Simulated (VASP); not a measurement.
A run of VASP 6.6.1 is set up as follows.

INCAR

```
SYSTEM = WS2
PREC = Accurate
ENCUT = 520
EDIFF = 1E-6
ISMEAR = -1
SIGMA = 0.05
LREAL = .False.
LASPH = .True.
NELM = 100
ALGO = Normal
ISIF = 2
LWAVE = .False.
LCHARG = .False.
GGA = PE
IVDW = 12
NBANDS = 35
```

File KPOINTS:

```
Automatic mesh
0
Gamma
  10 10 3
  0 0 0
```

The input POSCAR:

```
WS2
1.0
    3.2218469041      0.0000000000      0.0000000000
   -1.6109234521      2.7902012661      0.0000000000
    0.0000000000      0.0000000000     12.6644925478
W S
2 4
Direct
    0.6666666667      0.3333333333      0.7500000000
    0.3333333333      0.6666666667      0.2500000000
    0.6666666667      0.3333333333      0.3750000000
    0.3333333333      0.6666666667      0.8750000000
    0.6666666667      0.3333333333      0.1250000000
    0.3333333333      0.6666666667      0.6250000000
```

Potentials or basis: VASP PAW PBE potentials, release 64 (W_sv, S).

Run with:

```bash
$ cat potpaw_PBE.64/W_sv/POTCAR potpaw_PBE.64/S/POTCAR > POTCAR
$ mpirun -np 1 vasp_std > vasp.out
```

Task: Predict the largest force.

Result: 0.515 eV/Å.

Task: Estimate the dispersion energy per atom.

Result: -0.398 eV.

Task: Estimate the pressure.

Result: -7.2 GPa.

Stress tensor (GPa, compression positive):
```
-7.56  0.00  0.00
 0.00 -7.56  0.00
 0.00  0.00 -6.36
```
